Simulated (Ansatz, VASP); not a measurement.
# CaSe in VASP and in Ansatz

```xyz
2
Lattice="0.0000 2.7981 2.7981 2.7981 0.0000 2.7981 2.7981 2.7981 0.0000" Properties=species:S:1:pos:R:3 pbc="T T T"
Ca    0.0000    0.0000    0.0000
Se    2.7981    2.7981    2.7981
```

Alike in both runs: task single point; functional PBE; k mesh 4 × 4 × 4; no spin polarisation.

```csv
,VASP,Ansatz
version,VASP 6.6.1,Ansatz 0.2.0-dev
potentials or method,"VASP PAW PBE potentials, release 64 (Ca_sv, Se), cutoff 500 eV",hard PAW set made for 700 eV
occupations,"gaussian, width 0.01 eV",fixed
```

|  | VASP | Ansatz | Ansatz less VASP |
| --- | --- | --- | --- |
| gap on the k mesh at the Fermi level (eV) | 1.51 | 1.52 | +0.016 |

The k mesh is coarse, so the values compare programs but aren't converged.
